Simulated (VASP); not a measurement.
Nb2Ru:

```xyz
3
Lattice="0.0000 2.3297 6.6222 1.6438 0.0000 6.6222 1.6438 2.3297 0.0000" Properties=species:S:1:pos:R:3 pbc="T T T"
Nb    1.6438    2.3297    4.4977
Nb    1.6438    2.3297    8.7467
Ru    0.0000    0.0000    0.0000
```

```yaml
Program: VASP 6.6.1
Task: relaxation of cell and atoms
Functional: PBEsol
Potentials_or_basis: VASP PAW PBE potentials, release 64 (Nb_sv, Ru_pv)
Cutoff: 600 eV
k_mesh: 8 × 8 × 8
Occupations: gaussian, width 0.1 eV
Spin: no spin polarisation
```

At the start: pressure -10.1 GPa; volume 16.91 Å³/atom.

Q: How do energy, volume and symmetry change on relaxing?

A: Over 6 steps the energy falls by 26.5 meV/atom and the volume is 16.09 Å³/atom (-4.9 %); space group Fmmm (No. 69, to 0.1 Å) before and after.

Step by step:
| step | energy change (eV) | largest force (eV/Å) | pressure (GPa) | volume (Å³) |
| --- | --- | --- | --- | --- |
| 1 | 0.0000 | 0.0983 | -10.11 | 50.72 |
| 2 | 0.3806 | 0.6287 | 31.85 | 43.29 |
| 3 | -0.0784 | 0.0608 | -0.49 | 48.42 |
| 4 | -0.0785 | 0.0672 | -0.07 | 48.34 |
| 5 | -0.0785 | 0.0711 | 0.16 | 48.29 |
| 6 | -0.0794 | 0.0316 | 0.19 | 48.26 |

Final structure:
```yaml
crystal:
  lattice:
    - [0.00000, 2.29063, 6.52952]
    - [1.61323, 0.00000, 6.52952]
    - [1.61323, 2.29063, 0.00000]
  atoms:
    - { symbol: Nb, position: [0.33947, 0.33947, 0.66053] }
    - { symbol: Nb, position: [0.66053, 0.66053, 0.33947] }
    - { symbol: Ru, position: [0.00000, 0.00000, 0.00000] }
```

Caveat: the PAW data sets were made with another functional, which shifts forces and pressure a little; the relaxation stopped at a loose force limit of 0.05 eV/Å, so its end isn't a converged minimum.
